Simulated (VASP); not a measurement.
C: single point with PBE+D3(BJ)

The system is C.

```
C
1.0
     0.00000    1.78337    1.78337
     1.78337    0.00000    1.78337
     1.78337    1.78337    0.00000
C
2
Direct
  0.75000 0.75000 0.75000
  0.50000 0.50000 0.50000
```

- Program: VASP 6.6.1
- Task: single point
- Functional: PBE
- Dispersion: D3(BJ)
- Potentials or basis: VASP PAW PBE potentials, release 64 (C)
- Cutoff: 520 eV
- k mesh: 13 × 13 × 13
- Occupations: fermi-dirac, width 0.05 eV
- Spin: no spin polarisation
- Dipole correction: no
- Further INCAR settings: ALGO = Normal; EDIFF = 1e-06; NBANDS = 11

- Pressure: -2.9 GPa
- Band gap on the k mesh: 4.14 eV, indirect (least direct gap 5.59 eV)
- Dispersion energy per atom: -0.191 eV

Levels at points of the mesh, in eV from the valence-band top:
| k point | band 1 | band 2 | band 3 | band 4 | band 5 | band 6 | band 7 | band 8 | band 9 |
| --- | --- | --- | --- | --- | --- | --- | --- | --- | --- |
| (0.00, 0.00, 0.00) | -21.48 | 0.00 | 0.00 | 0.00 | 5.59 | 5.59 | 5.59 | 13.33 | 19.29 |

It took 5.8 s on 1 thread of AMD EPYC 9R45 96-Core Processor (Zen 5), with other jobs on the host, peak memory 0.1 GiB.

A k mesh can miss the band edges. PBE gaps usually lie below the measured ones, often by a third to a half.
